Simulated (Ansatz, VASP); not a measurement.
One calculation of Pt, two programs

```
Pt
1.0
     0.00000    1.94683    1.94683
     1.94683    0.00000    1.94683
     1.94683    1.94683    0.00000
Pt
1
Direct
  0.00000 0.00000 0.00000
```

Alike in both runs: task relaxation of cell and atoms; functional LDA; k mesh 20 × 20 × 20; occupations fermi-dirac, width 0.15 eV; no spin polarisation.

|  | VASP | Ansatz |
| --- | --- | --- |
| version | VASP 6.6.1 | Ansatz 0.2.0 |
| potentials or method | VASP PAW LDA potentials, release 64 (Pt), cutoff 600 eV | scalar-relativistic, plane waves, PAW |
| valence electrons in the cell | 10 | 18 |

```tsv
	VASP	Ansatz	Ansatz less VASP
gap on the k mesh at the Fermi level, each at its own relaxed structure (eV)	none	none	-
relaxed volume (Å³/atom)	14.84	14.80	-0.041
relaxed length of the cell vector where the two differ most in proportion (Å)	2.758	2.756	-0.0025
```

LDA's correlation is that of Perdew and Zunger in VASP and of Perdew and Wang (1992) in Ansatz. A gap of «none» marks a metal or a gap that the smearing closes. VASP's potentials hold 10 valence electrons a cell and Ansatz's 18, so a difference there can come from the potentials and not from the codes.

Spin-orbit coupling is off throughout.
